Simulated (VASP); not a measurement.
# TaN (P-6m2) in VASP: single point with r2SCAN

Aim: the single point of TaN with r2SCAN.

Everything below comes from runs of VASP 6.6.1. Logs are shortened: lines on timing, memory, paths and dates and some standing lists are left out, and cuts for length are marked.

## 1. The cell of the first run

It takes space group P-6m2 (No. 187, hexagonal). The conventional cell has a = 2.938 Å, b = 2.938 Å, c = 2.883 Å, α = 90.00°, β = 90.00°, γ = 120.00°. Within 3.0 Å of Ta (site symmetry -6m2) lie 6 N at 2.23 Å and 8 Ta at 2.88 to 2.94 Å. Within 3.0 Å of N (site symmetry -6m2) lie 6 Ta at 2.23 Å and 8 N at 2.88 to 2.94 Å.

## 2. Single point, r2SCAN

POSCAR reads:

```
TaN
1.0
    2.9380000000      0.0000000000      0.0000000000
   -1.4690000000      2.5443800000      0.0000000000
    0.0000000000      0.0000000000      2.8830000000
Ta N
1 1
Direct
    0.3333333333      0.6666666667      0.5000000000
    0.0000000000      0.0000000000      0.0000000000
```

INCAR.step1 reads:

```
SYSTEM = TaN
ALGO = Normal
EDIFF = 1E-4
ENCUT = 520
GGA = PE
ISMEAR = -1
LASPH = .True.
LCHARG = .False.
LREAL = .False.
LWAVE = .True.
NBANDS = 15
NELM = 80
PREC = Accurate
SIGMA = 0.05
```

INCAR.step2 reads:

```
SYSTEM = TaN
ALGO = Normal
EDIFF = 1E-6
ENCUT = 520
ISIF = 2
ISMEAR = -1
ISTART = 1
LASPH = .True.
LCHARG = .False.
LMIXTAU = .True.
LREAL = .False.
LWAVE = .False.
METAGGA = R2SCAN
NBANDS = 15
NELM = 80
PREC = Accurate
SIGMA = 0.05
```

KPOINTS reads:

```
k-points
0
Gamma
  13 13 12
  0 0 0
```

Potentials or basis: VASP PAW PBE potentials, release 64 (Ta_pv, N).

Launch:

```sh
cat potpaw_PBE.64/Ta_pv/POTCAR potpaw_PBE.64/N/POTCAR > POTCAR
cp INCAR.step1 INCAR
mpirun -np 1 vasp_std > vasp.out
cp INCAR.step2 INCAR
mpirun -np 1 vasp_std > vasp.out
```

OUTCAR:

```text
SYSTEM = TaN
   EDIFF = 1E-6
   ENCUT = 520
   ISIF = 2
   ISMEAR = -1
   ISTART = 1
   LASPH = .True.
   LREAL = .False.
   METAGGA = R2SCAN
   NELM = 80
   PREC = Accurate

 ion  position               nearest neighbor table
   1  0.333  0.667  0.500-   2 2.23   2 2.23   2 2.23   2 2.23   2 2.23   2 2.23
   2  0.000  0.000  0.000-   1 2.23   1 2.23   1 2.23   1 2.23   1 2.23   1 2.23

  LATTYP: Found a hexagonal cell.
 ALAT       =     2.9380000000
 C/A-ratio  =     0.9812797822

  Lattice vectors:

 A1 = (   2.9380000000,   0.0000000000,   0.0000000000)
 A2 = (  -1.4690000000,   2.5443800000,   0.0000000000)
 A3 = (   0.0000000000,   0.0000000000,   2.8830000000)

Analysis of symmetry for initial positions (statically):
=====================================================================
 Subroutine PRICEL returns:
 Original cell was already a primitive cell.

 Routine SETGRP: Setting up the symmetry group for a
 hexagonal supercell.

 Subroutine GETGRP returns: Found 12 space group operations
 (whereof 12 operations were pure point group operations)
 out of a pool of 24 trial point group operations.

The static configuration has the point symmetry D_3h.

Analysis of symmetry for dynamics (positions and initial velocities):
=====================================================================
 Subroutine PRICEL returns:
 Original cell was already a primitive cell.

 Routine SETGRP: Setting up the symmetry group for a
 hexagonal supercell.

 Subroutine GETGRP returns: Found 12 space group operations
 (whereof 12 operations were pure point group operations)
 out of a pool of 24 trial point group operations.

The dynamic configuration has the point symmetry D_3h.

 Subroutine INISYM returns: Found 12 space group operations
 (whereof 12 operations are pure point group operations),
 and found     1 'primitive' translations

----------------------------------------------------------------------------------------

                                     Primitive cell

  volume of cell :      21.5515

  direct lattice vectors                    reciprocal lattice vectors
     2.938000000  0.000000000  0.000000000     0.340367597  0.196511527  0.000000000
    -1.469000000  2.544380000  0.000000000     0.000000000  0.393023055  0.000000000
     0.000000000  0.000000000  2.883000000     0.000000000  0.000000000  0.346860909

  length of vectors
     2.938000000  2.937997717  2.883000000     0.393022749  0.393023055  0.346860909

  position of ions in fractional coordinates (direct lattice)
     0.333333333  0.666666667  0.500000000
     0.000000000  0.000000000  0.000000000

  ion indices of the primitive-cell ions
   primitive index   ion index
                 1           1
                 2           2

----------------------------------------------------------------------------------------

 KPOINTS: k-points

Automatic generation of k-mesh.
 Grid dimensions read from file:
 generate k-points for:   13   13   12

 Generating k-lattice:

  Cartesian coordinates                     Fractional coordinates (reciprocal lattice)
     0.026182123  0.015116271  0.000000000     0.076923077 -0.000000000  0.000000000
     0.000000000  0.030232543  0.000000000     0.000000000  0.076923077  0.000000000
     0.000000000  0.000000000  0.028905076     0.000000000  0.000000000  0.083333333

  Length of vectors
     0.030232519  0.030232543  0.028905076

  Shift w.r.t. Gamma in fractional coordinates (k-lattice)
     0.000000000  0.000000000  0.000000000

 Subroutine IBZKPT returns following result:
 ===========================================

 Found    147 irreducible k-points:

 Following reciprocal coordinates:
            Coordinates               Weight
  0.000000  0.000000  0.000000      1.000000
  0.076923  0.000000  0.000000      6.000000
  0.153846  0.000000  0.000000      6.000000
  0.230769  0.000000  0.000000      6.000000
  0.307692  0.000000  0.000000      6.000000
  0.384615  0.000000  0.000000      6.000000
[... 16 lines left out ...]
  0.076923  0.000000  0.083333     12.000000
  0.153846  0.000000  0.083333     12.000000
 [... further k-points ...]
   k-points           NKPTS =    147   k-points in BZ     NKDIM =    147   number of bands    NBANDS=     15
   number of dos      NEDOS =    301   number of ions     NIONS =      2
   total plane-waves  NPLWV =  13824
   dimension x,y,z NGX =    24 NGY =   24 NGZ =   24
   dimension x,y,z NGXF=    48 NGYF=   48 NGZF=   48
   ions per type =               1   1
   NGX,Y,Z   is equivalent  to a cutoff of  13.58, 13.58, 13.84 a.u.
   NGXF,Y,Z  is equivalent  to a cutoff of  27.16, 27.16, 27.68 a.u.
 SYSTEM =  TaN
   PREC   = accura    normal or accurate (medium, high low for compatibility)
   ISTART =      1    job   : 0-new  1-cont  2-samecut
   ICHARG =      0    charge: 1-file 2-atom 10-const
   ISPIN  =      1    spin polarized calculation?
   LNONCOLLINEAR =      F non collinear calculations
   LSORBIT =      F    spin-orbit coupling
   LASPH  =      T    aspherical Exc in radial PAW
   ENCUT  =  520.0 eV  38.22 Ry    6.18 a.u.   5.46  5.46  5.36*2*pi/ulx,y,z
   NELM   =     80;   NELMIN=  2; NELMDL=  0     # of ELM steps
   EDIFF  = 0.1E-05   stopping-criterion for ELM
   LREAL  =      F    real-space projection
   EDIFFG = 0.1E-04   stopping-criterion for IOM
   NSW    =      0    number of steps for IOM
   IBRION =     -1    ionic relax: 0-MD 1-quasi-New 2-CG
   NFREE  =      0    steps in history (QN), initial steepest desc. (CG)
   ISIF   =      2    stress and relaxation
   ISYM   =      2    0-nonsym 1-usesym 2-fastsym
   POTIM  = 0.5000    time-step for ionic-motion
   TEBEG  =    0.0;   TEEND  =   0.0 temperature during run
   PSTRESS=    0.0 pullay stress
   NELECT =      16.0000    total number of electrons
   NUPDOWN=      -1.0000    fix difference up-down
   EMIN   =  10.00;   EMAX   =-10.00  energy-range for DOS
   EFERMI =   0.00;   METHOD = LEGACY
   ISMEAR =    -1;   SIGMA  =   0.05  broadening in eV -4-tet -1-fermi 0-gaus
   EFERMI_NEDOS =   21; number of points for ismear=-14 and -15
   IALGO  =     38    algorithm
   IMIX   =      4    mixing-type and parameters
     AMIX     =   0.40;   BMIX     =  1.00
     AMIX_MAG =   1.60;   BMIX_MAG =  1.00
  volume/ion in A,a.u.               =      10.78        72.72
  Fermi-wavevector in a.u.,A,eV,Ry     =   1.482366  2.801265 29.897552  2.197408
  Thomas-Fermi vector in A             =   2.596161
   LORBIT       =      0    0 simple, 1 ext, 2 COOP (PROOUT), +10 PAW based schemes
   METAGGA = R2SCAN    functional components
   LHFCALC =     F    Hartree Fock is set to
   AEXX    =    0.0000 exact exchange contribution
   IVDW    =     0    specifies the selected vdW correction
   LEPSILON=     F    determine dielectric tensor
   LRPA    =     F    only Hartree local field effects (RPA)
 non-spin polarized calculation
  energy-cutoff  :      520.00
  volume of cell :       21.55
 maximum number of plane-waves:       605
 NGX is ok and might be reduce to    24
   NGX = 11   NGY = 11   NGZ = 11

 number of electron      16.0000001 magnetization

 Free energy of the ion-electron system (eV)
  ---------------------------------------------------
  ext. energy  EPLUGINS =         0.00000000
  ---------------------------------------------------
  free energy    TOTEN  =       -60.39594399 eV

  energy without entropy =      -60.39556718  energy(sigma->0) =      -60.39575559

 E-fermi :   8.2289     XC(G=0): -14.3480

 val. band max:        8.2067257071   @ k =   0.0000   0.0000   0.4167
 cond. band min:       8.3492338817   @ k =   0.0769   0.0000   0.5000
 fundamental gap:      0.1425081746
 Fermi energy:         8.2289012331

 k-point     1 :       0.0000    0.0000    0.0000
  band No.  band energies     occupation
      1     -27.9223      2.00000
      2     -27.6630      2.00000
      3     -27.6630      2.00000
      4     -10.5902      2.00000
      5       3.3895      2.00000
      6       3.3895      2.00000
      7       3.8228      2.00000
      8       5.0729      2.00000
      9      10.7049      0.00000
     10      11.9729      0.00000
     11      11.9729      0.00000
     12      12.4473      0.00000
     13      12.4473      0.00000
     14      18.8237      0.00000
     15      22.2505      0.00000

 k-point     2 :       0.0769    0.0000    0.0000
  band No.  band energies     occupation
      1     -27.9140      2.00000
      2     -27.7295      2.00000
      3     -27.6770      2.00000
      4     -10.4668      2.00000
      5       3.0203      2.00000
      6       3.4845      2.00000
      7       3.9919      2.00000
      8       4.8944      2.00000
      9      11.1637      0.00000
     10      11.7191      0.00000
     11      11.9916      0.00000
     12      12.3828      0.00000
     13      12.6177      0.00000
     14      18.8238      0.00000
     15      22.2099      0.00000

 k-point     3 :       0.1538    0.0000    0.0000
  band No.  band energies     occupation
      1     -27.9099      2.00000
      2     -27.8908      2.00000
      3     -27.7158      2.00000
      4     -10.1228      2.00000
      5       2.2015      2.00000
      6       3.7420      2.00000
      7       4.3996      2.00000
      8       4.4446      2.00000
      9      11.0665      0.00000
     10      12.0794      0.00000
     11      12.2089      0.00000
     12      12.3305      0.00000
     13      13.0146      0.00000
     14      18.8237      0.00000
     15      22.1445      0.00000

 k-point     4 :       0.2308    0.0000    0.0000
  band No.  band energies     occupation
      1     -28.1556      2.00000
      2     -27.8580      2.00000
      3     -27.7699      2.00000
      4      -9.6299      2.00000
      5       1.2963      2.00000
      6       3.8921      2.00000
      7       4.0866      2.00000
      8       4.8453      2.00000
      9      10.5785      0.00000
     10      11.9746      0.00000
     11      12.3063      0.00000
     12      13.4125      0.00000
     13      13.6000      0.00000
     14      18.8237      0.00000
     15      22.2360      0.00000
[... 307 lines left out ...]
 k-point    22 :       0.0000    0.0000    0.0833
  band No.  band energies     occupation
      1     -27.9909      2.00000
      2     -27.6575      2.00000
      3     -27.6575      2.00000
      4     -10.4435      2.00000
      5       3.2324      2.00000
      6       3.4477      2.00000
      7       3.4478      2.00000
      8       5.5740      2.00000
      9      10.9707      0.00000
     10      11.0862      0.00000
     11      11.0862      0.00000
     12      13.0745      0.00000
     13      13.0745      0.00000
     14      18.8237      0.00000
     15      22.5613      0.00000

 k-point    23 :       0.0769    0.0000    0.0833
  band No.  band energies     occupation
      1     -27.9823      2.00000
      2     -27.7232      2.00000
      3     -27.6715      2.00000
      4     -10.3263      2.00000
      5       3.0873      2.00000
      6       3.3256      2.00000
      7       3.5331      2.00000
      8       5.4616      2.00000
      9      11.0173      0.00000
     10      11.0696      0.00000
     11      11.4453      0.00000
     12      13.0819      0.00000
     13      13.0827      0.00000
     14      18.8238      0.00000
     15      22.3823      0.00000

 k-point    24 :       0.1538    0.0000    0.0833
  band No.  band energies     occupation
      1     -27.9618      2.00000
      2     -27.8981      2.00000
      3     -27.7101      2.00000
      4     -10.0008      2.00000
      5       2.2710      2.00000
      6       3.4782      2.00000
      7       3.7592      2.00000
      8       5.2547      2.00000
      9      10.8806      0.00000
     10      11.0668      0.00000
     11      12.2412      0.00000
     12      13.0956      0.00000
     13      13.4329      0.00000
     14      18.8238      0.00000
     15      22.0765      0.00000

 [... further k-points ...]

------------------------ aborting loop because EDIFF is reached ----------------------------------------

  FORCE on cell =-STRESS in cart. coord.  units (eV):
  Direction    XX          YY          ZZ          XY          YZ          ZX
  --------------------------------------------------------------------------------------
  -------------------------------------------------------------------------------------
  Total        0.1405104      0.1405101      0.2756713      0.0000000      0.0000000      0.0000000
  in kB       10.4457727     10.4457510     20.4938576      0.0000000      0.0000000      0.0000000
  external PRESSURE =      13.7951271 kB  Pullay stress =       0.0000000 kB

 VOLUME and BASIS-vectors are now :
 -----------------------------------------------------------------------------
  energy-cutoff  :      520.00
  volume of cell :       21.55
      direct lattice vectors                 reciprocal lattice vectors
     2.938000000  0.000000000  0.000000000     0.340367597  0.196511527  0.000000000
    -1.469000000  2.544380000  0.000000000     0.000000000  0.393023055  0.000000000
     0.000000000  0.000000000  2.883000000     0.000000000  0.000000000  0.346860909

 POSITION                                       TOTAL-FORCE (eV/Angst)
 -----------------------------------------------------------------------------------
     -0.00000      1.69625      1.44150        -0.000000      0.000000      0.000000
      0.00000      0.00000      0.00000         0.000000     -0.000000      0.000000
 -----------------------------------------------------------------------------------
    total drift:                                0.000001     -0.000036     -0.000000

  FREE ENERGIE OF THE ION-ELECTRON SYSTEM (eV)
  ---------------------------------------------------
  free  energy   TOTEN  =       -60.3959439943 eV

  energy  without entropy=      -60.3955671777  energy(sigma->0) =      -60.39575559
```

Wall time 2.1 min (1 thread of Intel Xeon 8259CL, shared host); peak memory 0.18 GiB.

What came out:

```yaml
Free_energy: -60.3959 eV
Pressure: 1.4 GPa
Band_gap_on_the_k_mesh: zero (bands 8 and 9 overlap by 0.36 eV)
```

Caveat: the PAW data sets were made with another functional, which shifts forces and pressure a little; spin-orbit coupling is left out, which moves the levels of the heavy elements.
